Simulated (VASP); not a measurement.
Set up this calculation in VASP 6.6.1, as the native input.

| Property | Result |
| --- | --- |
| Task | single point |
| Functional | PBE |
| Potentials or basis | VASP PAW PBE potentials, release 64 (Cd, F) |
| Cutoff | 600 eV |
| k mesh | 5 × 5 × 5 |
| Occupations | gaussian, width 0.01 eV |
| Spin | no spin polarisation |
| Dipole correction | no |
| Further INCAR settings | ALGO = Normal; EDIFF = 1e-06; NBANDS = 20 |

The structure of CdF2 lies in POSCAR:

```
CdF2
1.0
    0.0000000000      2.7406666076      2.7406666076
    2.7406666076      0.0000000000      2.7406666076
    2.7406666076      2.7406666076      0.0000000000
Cd F
1 2
Direct
    0.0000000000      0.0000000000      0.0000000000
    0.2500000000      0.2500000000      0.2500000000
    0.7500000000      0.7500000000      0.7500000000
```

One way to write it, as run:

INCAR

```
SYSTEM = CdF2
PREC = Accurate
ENCUT = 600
EDIFF = 1E-6
ISMEAR = 0
SIGMA = 0.01
LREAL = .FALSE.
LASPH = .TRUE.
NELM = 120
ALGO = Normal
ISIF = 2
LWAVE = .FALSE.
LCHARG = .FALSE.
GGA = PE
NBANDS = 20
GGA_COMPAT = .FALSE.
```

KPOINTS

```
Automatic mesh
0
G
  5 5 5
  0 0 0
```

Potentials or basis: VASP PAW PBE potentials, release 64 (Cd, F).

Launch:

```sh
$ cat potpaw_PBE.64/Cd/POTCAR potpaw_PBE.64/F/POTCAR > POTCAR
$ mpirun -np 1 vasp_std > vasp.out
```

Results of the run:

```yaml
Pressure: 0.4 GPa
Band_gap_on_the_k_mesh: 2.97 eV (least direct gap 3.45 eV)
```

Caveat: an odd mesh through Γ misses points on the zone boundary, where band edges can lie.

Wall time 12 s on 1 thread of AMD EPYC 7R13 Processor (Zen 3), on a shared host, peak memory 0.14 GiB.
